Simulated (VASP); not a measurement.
Here is a VASP 6.6.1 calculation.

File INCAR:

```
  PREC = Accurate
  ENCUT = 520
  EDIFF = 1E-6
  ISMEAR = 0
  SIGMA = 0.05
  LREAL = F
  LASPH = T
  NELM = 80
  ALGO = Normal
  ISIF = 2
  LWAVE = F
  LCHARG = T
  GGA = CA
  LELF = T
  LVHAR = T
  NBANDS = 31
  ISYM = 0
```

KPOINTS

```
regular mesh
0
Gamma
  10 10 3
```

POSCAR

```
C
1.0
   -2.4912907516      0.0000000000      0.0000000000
   -1.2456453758     -2.1575210791      0.0000000000
    1.2456453758      0.7191736930     10.2538776052
C
10
Direct
    0.0248185525      0.0248185525      0.0744556576
    0.9751814475      0.9751814475      0.9255443424
    0.1086956498      0.1086956498      0.3260869493
    0.8913043502      0.8913043502      0.6739130507
    0.1583656632      0.1583656632      0.4750969895
    0.8416343368      0.8416343368      0.5249030105
    0.3748645769      0.3748645769      0.1245937306
    0.6251354231      0.6251354231      0.8754062694
    0.4253218689      0.4253218689      0.2759656066
    0.5746781311      0.5746781311      0.7240343934
```

Potentials or basis: VASP PAW LDA potentials, release 64 (C).

Command:

```bash
$ cat potpaw_LDA.64/C/POTCAR > POTCAR
$ mpirun -np 1 vasp_std > vasp.out
```

(1) What does it give for the band gap on the k mesh?

(2) What does it give for the largest force?

(3) Estimate the pressure.

Answers

(1) 4.52 eV (least direct gap 5.37 eV).

(2) 0.005 eV/Å.

(3) 1.6 GPa.

Caveat: an odd mesh through Γ misses points on the zone boundary, where band edges can lie.
